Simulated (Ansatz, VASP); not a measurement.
**Li: VASP beside Ansatz**

```
Li
1.0
     0.00000    2.19464    2.19464
     2.19464    0.00000    2.19464
     2.19464    2.19464    0.00000
Li
1
Direct
  0.00000 0.00000 0.00000
```

Change from the starting cell: volume scaled by 0.99.

Alike in both runs: task single point; functional PBEsol; k mesh 13 × 13 × 13; occupations fermi-dirac, width 0.08 eV; no spin polarisation.

|  | VASP | Ansatz |
| --- | --- | --- |
| version | VASP 6.6.1 | Ansatz 0.2.0 |
| potentials or method | VASP PAW PBE potentials, release 64 (Li_sv), cutoff 750 eV | all-electron LAPW, scalar-relativistic |

|  | VASP | Ansatz | Ansatz less VASP |
| --- | --- | --- | --- |
| pressure (GPa) | -0.7 | -0.6 | +0.10 |

VASP's potentials were made for PBE, not for PBEsol. Ansatz ran all-electron here, and VASP with PAW potentials.
